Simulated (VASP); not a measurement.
# TiAl3 (km) (Pm-3m) in VASP: single point with PBEsol

Aim: the single point of TiAl3 (km) with PBEsol.

All numbers are computed with VASP 6.6.1; they aren't measurements. Logs are shortened: lines on timing, memory, paths and dates and some standing lists are left out, and cuts for length are marked.

## 1. The cell of the first run

The structure is cubic, space group Pm-3m (No. 221). The conventional cell has a = 3.948 Å, b = 3.948 Å, c = 3.948 Å, α = 90.00°, β = 90.00°, γ = 90.00°. Ti (site symmetry m-3m) has 12 Al at 2.79 Å within 3.7 Å. Al (site symmetry 4/mmm) has 4 Ti at 2.79 Å and 8 Al at 2.79 Å within 3.7 Å.

## 2. Single point, PBEsol

Input file INCAR:

```
PREC = Accurate ; ENCUT = 520
EDIFF = 1E-6 ; ISMEAR = 0
SIGMA = 0.1 ; LREAL = F
LASPH = T ; NELM = 60
ALGO = Fast ; ISIF = 2
LWAVE = F ; LCHARG = F
GGA = PS ; NBANDS = 18
```

Input file KPOINTS:

```
regular mesh
0
Gamma
  4 4 4
```

Input file POSCAR:

```
TiAl3
1.0
    3.9479981013      0.0000000000      0.0000000000
    0.0000000000      3.9479981013      0.0000000000
    0.0000000000      0.0000000000      3.9479981013
Ti Al
1 3
Direct
    0.0000000000      0.0000000000      0.0000000000
    0.5000000000      0.5000000000      0.0000000000
    0.5000000000      0.0000000000      0.5000000000
    0.0000000000      0.5000000000      0.5000000000
```

Potentials or basis: VASP PAW PBE potentials, release 64 (Ti_sv, Al).

Command:

```bash
> cat potpaw_PBE.64/Ti_sv/POTCAR potpaw_PBE.64/Al/POTCAR > POTCAR
> mpirun -np 1 vasp_std > vasp.out
```

OUTCAR:

```text
PREC = Accurate
   ENCUT = 520
   EDIFF = 1E-6
   ISMEAR = 0
   LREAL = F
   LASPH = T
   NELM = 60
   ISIF = 2
   GGA = PS

 ion  position               nearest neighbor table
   1  0.000  0.000  0.000-   2 2.79   3 2.79   4 2.79   3 2.79   4 2.79   2 2.79   4 2.79   4 2.79
                             2 2.79   3 2.79   3 2.79   2 2.79
   2  0.500  0.500  0.000-   1 2.79   3 2.79   4 2.79   3 2.79   4 2.79   1 2.79   3 2.79   3 2.79
                             1 2.79   4 2.79   4 2.79   1 2.79
   3  0.500  0.000  0.500-   1 2.79   2 2.79   4 2.79   1 2.79   2 2.79   2 2.79   4 2.79   2 2.79
                             1 2.79   4 2.79   1 2.79   4 2.79
   4  0.000  0.500  0.500-   1 2.79   2 2.79   3 2.79   1 2.79   2 2.79   1 2.79   3 2.79   1 2.79
                             2 2.79   3 2.79   2 2.79   3 2.79

  LATTYP: Found a simple cubic cell.
 ALAT       =     3.9479981013

  Lattice vectors:

 A1 = (   3.9479981013,   0.0000000000,   0.0000000000)
 A2 = (   0.0000000000,   3.9479981013,   0.0000000000)
 A3 = (   0.0000000000,   0.0000000000,   3.9479981013)

Analysis of symmetry for initial positions (statically):
=====================================================================
 Subroutine PRICEL returns:
 Original cell was already a primitive cell.

 Routine SETGRP: Setting up the symmetry group for a
 simple cubic supercell.

 Subroutine GETGRP returns: Found 48 space group operations
 (whereof 48 operations were pure point group operations)
 out of a pool of 48 trial point group operations.

The static configuration has the point symmetry O_h .

Analysis of symmetry for dynamics (positions and initial velocities):
=====================================================================
 Subroutine PRICEL returns:
 Original cell was already a primitive cell.

 Routine SETGRP: Setting up the symmetry group for a
 simple cubic supercell.

 Subroutine GETGRP returns: Found 48 space group operations
 (whereof 48 operations were pure point group operations)
 out of a pool of 48 trial point group operations.

The dynamic configuration has the point symmetry O_h .

 Subroutine INISYM returns: Found 48 space group operations
 (whereof 48 operations are pure point group operations),
 and found     1 'primitive' translations

----------------------------------------------------------------------------------------

                                     Primitive cell

  volume of cell :      61.5362

  direct lattice vectors                    reciprocal lattice vectors
     3.947998101  0.000000000  0.000000000     0.253292928  0.000000000  0.000000000
     0.000000000  3.947998101  0.000000000     0.000000000  0.253292928  0.000000000
     0.000000000  0.000000000  3.947998101     0.000000000  0.000000000  0.253292928

  length of vectors
     3.947998101  3.947998101  3.947998101     0.253292928  0.253292928  0.253292928

  position of ions in fractional coordinates (direct lattice)
     0.000000000  0.000000000  0.000000000
     0.500000000  0.500000000  0.000000000
     0.500000000  0.000000000  0.500000000
     0.000000000  0.500000000  0.500000000

  ion indices of the primitive-cell ions
   primitive index   ion index
                 1           1
                 2           2
                 3           3
                 4           4

----------------------------------------------------------------------------------------

 KPOINTS: regular mesh

Automatic generation of k-mesh.
 Grid dimensions read from file:
 generate k-points for:    4    4    4

 Generating k-lattice:

  Cartesian coordinates                     Fractional coordinates (reciprocal lattice)
     0.063323232  0.000000000  0.000000000     0.250000000  0.000000000  0.000000000
     0.000000000  0.063323232  0.000000000     0.000000000  0.250000000  0.000000000
     0.000000000  0.000000000  0.063323232     0.000000000  0.000000000  0.250000000

  Length of vectors
     0.063323232  0.063323232  0.063323232

  Shift w.r.t. Gamma in fractional coordinates (k-lattice)
     0.000000000  0.000000000  0.000000000

 Subroutine IBZKPT returns following result:
 ===========================================

 Found     10 irreducible k-points:

 Following reciprocal coordinates:
            Coordinates               Weight
  0.000000  0.000000  0.000000      1.000000
  0.250000  0.000000  0.000000      6.000000
  0.500000  0.000000  0.000000      3.000000
  0.250000  0.250000  0.000000     12.000000
  0.500000  0.250000  0.000000     12.000000
  0.500000  0.500000  0.000000      3.000000
  0.250000  0.250000  0.250000      8.000000
  0.500000  0.250000  0.250000     12.000000
  0.500000  0.500000  0.250000      6.000000
  0.500000  0.500000  0.500000      1.000000
   k-points           NKPTS =     10   k-points in BZ     NKDIM =     10   number of bands    NBANDS=     18
   number of dos      NEDOS =    301   number of ions     NIONS =      4
   total plane-waves  NPLWV =  27000
   dimension x,y,z NGX =    30 NGY =   30 NGZ =   30
   dimension x,y,z NGXF=    60 NGYF=   60 NGZF=   60
   ions per type =               1   3
   NGX,Y,Z   is equivalent  to a cutoff of  12.63, 12.63, 12.63 a.u.
   NGXF,Y,Z  is equivalent  to a cutoff of  25.27, 25.27, 25.27 a.u.
 SYSTEM =  unknown system
   PREC   = accura    normal or accurate (medium, high low for compatibility)
   ISTART =      0    job   : 0-new  1-cont  2-samecut
   ICHARG =      2    charge: 1-file 2-atom 10-const
   ISPIN  =      1    spin polarized calculation?
   LNONCOLLINEAR =      F non collinear calculations
   LSORBIT =      F    spin-orbit coupling
   LASPH  =      T    aspherical Exc in radial PAW
   ENCUT  =  520.0 eV  38.22 Ry    6.18 a.u.   7.34  7.34  7.34*2*pi/ulx,y,z
   NELM   =     60;   NELMIN=  2; NELMDL= -5     # of ELM steps
   EDIFF  = 0.1E-05   stopping-criterion for ELM
   LREAL  =      F    real-space projection
   EDIFFG = 0.1E-04   stopping-criterion for IOM
   NSW    =      0    number of steps for IOM
   IBRION =     -1    ionic relax: 0-MD 1-quasi-New 2-CG
   NFREE  =      0    steps in history (QN), initial steepest desc. (CG)
   ISIF   =      2    stress and relaxation
   ISYM   =      2    0-nonsym 1-usesym 2-fastsym
   POTIM  = 0.5000    time-step for ionic-motion
   TEBEG  =    0.0;   TEEND  =   0.0 temperature during run
   PSTRESS=    0.0 pullay stress
   NELECT =      21.0000    total number of electrons
   NUPDOWN=      -1.0000    fix difference up-down
   EMIN   =  10.00;   EMAX   =-10.00  energy-range for DOS
   EFERMI =   0.00;   METHOD = LEGACY
   ISMEAR =     0;   SIGMA  =   0.10  broadening in eV -4-tet -1-fermi 0-gaus
   EFERMI_NEDOS =   21; number of points for ismear=-14 and -15
   IALGO  =     68    algorithm
   IMIX   =      4    mixing-type and parameters
     AMIX     =   0.40;   BMIX     =  1.00
     AMIX_MAG =   1.60;   BMIX_MAG =  1.00
  volume/ion in A,a.u.               =      15.38       103.82
  Fermi-wavevector in a.u.,A,eV,Ry     =   1.144031  2.161904 17.807389  1.308806
  Thomas-Fermi vector in A             =   2.280724
   LORBIT       =      0    0 simple, 1 ext, 2 COOP (PROOUT), +10 PAW based schemes
   GGA     = PS    functional components
   LHFCALC =     F    Hartree Fock is set to
   AEXX    =    0.0000 exact exchange contribution
   IVDW    =     0    specifies the selected vdW correction
   LEPSILON=     F    determine dielectric tensor
   LRPA    =     F    only Hartree local field effects (RPA)
 non-spin polarized calculation
 RMM-DIIS sequential band-by-band and
 Gauss-broadening in eV      SIGMA  =   0.10
  energy-cutoff  :      520.00
  volume of cell :       61.54
 maximum number of plane-waves:      1674
 NGX is ok and might be reduce to    30
   NGX = 15   NGY = 15   NGZ = 15

 number of electron      20.9999997 magnetization

 Free energy of the ion-electron system (eV)
  ---------------------------------------------------
  ext. energy  EPLUGINS =         0.00000000
  ---------------------------------------------------
  free energy    TOTEN  =       -22.15961749 eV

  energy without entropy =      -22.14842435  energy(sigma->0) =      -22.15402092

 E-fermi :   9.2751     XC(G=0): -10.9384

 val. band max:        9.2595317596   @ k =   0.0000   0.0000   0.0000
 cond. band min:       9.2884682781   @ k =   0.5000   0.5000   0.5000
 fundamental gap:      0.0289365186
 Fermi energy:         9.2750967591

 k-point     1 :       0.0000    0.0000    0.0000
  band No.  band energies     occupation
      1     -47.5992      2.00000
      2     -24.0060      2.00000
      3     -24.0060      2.00000
      4     -24.0060      2.00000
      5      -1.7499      2.00000
      6       5.9861      2.00000
[... 10 lines left out ...]
     17      14.8451      0.00000
     18      14.8451      0.00000

 k-point     2 :       0.2500    0.0000    0.0000
  band No.  band energies     occupation
      1     -47.5988      2.00000
      2     -24.0167      2.00000
      3     -24.0053      2.00000
      4     -24.0053      2.00000
      5      -1.1464      2.00000
      6       3.4417      2.00000
[... 10 lines left out ...]
     17      13.6318      0.00000
     18      14.5154      0.00000

 k-point     3 :       0.5000    0.0000    0.0000
  band No.  band energies     occupation
      1     -47.5983      2.00000
      2     -24.0273      2.00000
      3     -24.0045      2.00000
      4     -24.0045      2.00000
      5       0.2632      2.00000
      6       1.0804      2.00000
[... 10 lines left out ...]
     17      12.2740      0.00000
     18      14.5777      0.00000

 k-point     4 :       0.2500    0.2500    0.0000
  band No.  band energies     occupation
      1     -47.5983      2.00000
      2     -24.0159      2.00000
      3     -24.0153      2.00000
      4     -24.0045      2.00000
      5      -0.5635      2.00000
      6       3.8604      2.00000
[... 10 lines left out ...]
     17      14.1363      0.00000
     18      14.5740      0.00000

 k-point     5 :       0.5000    0.2500    0.0000
  band No.  band energies     occupation
      1     -47.5979      2.00000
      2     -24.0259      2.00000
      3     -24.0145      2.00000
      4     -24.0038      2.00000
      5       0.7542      2.00000
      6       1.6838      2.00000
[... 10 lines left out ...]
     17      13.9930      0.00000
     18      14.4835      0.00000

 k-point     6 :       0.5000    0.5000    0.0000
  band No.  band energies     occupation
      1     -47.5975      2.00000
      2     -24.0246      2.00000
      3     -24.0246      2.00000
      4     -24.0030      2.00000
      5       1.7867      2.00000
      6       2.9615      2.00000
[... 10 lines left out ...]
     17      14.0486      0.00000
     18      14.1915      0.00000

 k-point     7 :       0.2500    0.2500    0.2500
  band No.  band energies     occupation
      1     -47.5979      2.00000
      2     -24.0152      2.00000
      3     -24.0143      2.00000
      4     -24.0143      2.00000
      5       0.0011      2.00000
      6       4.2425      2.00000
[... 10 lines left out ...]
     17      14.5784      0.00000
     18      14.6490      0.00000

 k-point     8 :       0.5000    0.2500    0.2500
  band No.  band energies     occupation
      1     -47.5975      2.00000
      2     -24.0246      2.00000
      3     -24.0138      2.00000
      4     -24.0132      2.00000
      5       1.2538      2.00000
      6       2.2393      2.00000
[... 10 lines left out ...]
     17      14.1279      0.00000
     18      14.9963      0.00000

 k-point     9 :       0.5000    0.5000    0.2500
  band No.  band energies     occupation
      1     -47.5971      2.00000
      2     -24.0233      2.00000
      3     -24.0233      2.00000
      4     -24.0125      2.00000
      5       2.3483      2.00000
      6       3.3220      2.00000
[... 10 lines left out ...]
     17      12.2077      0.00000
     18      16.7463      0.00000

 k-point    10 :       0.5000    0.5000    0.5000
  band No.  band energies     occupation
      1     -47.5967      2.00000
      2     -24.0219      2.00000
      3     -24.0219      2.00000
      4     -24.0219      2.00000
      5       3.9373      2.00000
      6       3.9373      2.00000
[... 10 lines left out ...]
     17      11.9298      0.00000
     18      20.7498      0.00000

------------------------ aborting loop because EDIFF is reached ----------------------------------------

  FORCE on cell =-STRESS in cart. coord.  units (eV):
  Direction    XX          YY          ZZ          XY          YZ          ZX
  --------------------------------------------------------------------------------------
  -------------------------------------------------------------------------------------
  Total        0.0890160      0.0890160      0.0890160     -0.0000000     -0.0000000      0.0000000
  in kB        2.3176501      2.3176501      2.3176501     -0.0000000     -0.0000000      0.0000000
  external PRESSURE =       2.3176501 kB  Pullay stress =       0.0000000 kB

 VOLUME and BASIS-vectors are now :
 -----------------------------------------------------------------------------
  energy-cutoff  :      520.00
  volume of cell :       61.54
      direct lattice vectors                 reciprocal lattice vectors
     3.947998101  0.000000000  0.000000000     0.253292928  0.000000000  0.000000000
     0.000000000  3.947998101  0.000000000     0.000000000  0.253292928  0.000000000
     0.000000000  0.000000000  3.947998101     0.000000000  0.000000000  0.253292928

 POSITION                                       TOTAL-FORCE (eV/Angst)
 -----------------------------------------------------------------------------------
      0.00000      0.00000      0.00000         0.000000      0.000000      0.000000
      1.97400      1.97400      0.00000         0.000000      0.000000      0.000000
      1.97400      0.00000      1.97400         0.000000      0.000000      0.000000
      0.00000      1.97400      1.97400         0.000000      0.000000      0.000000
 -----------------------------------------------------------------------------------
    total drift:                               -0.000000     -0.000000      0.000000

  FREE ENERGIE OF THE ION-ELECTRON SYSTEM (eV)
  ---------------------------------------------------
  free  energy   TOTEN  =       -22.1596174910 eV

  energy  without entropy=      -22.1484243508  energy(sigma->0) =      -22.15402092
```

It took 16 s on 1 thread of AMD EPYC 9R45 (Zen 5), shared host; peak memory 0.13 GiB.

What came out:

| Item | Value |
| --- | --- |
| Free energy | -22.1596 eV |
| Pressure | 0.2 GPa |

Caveat: the k points lie up to 0.40 Å⁻¹ apart; the PAW data sets were made with another functional, which shifts forces and pressure a little.
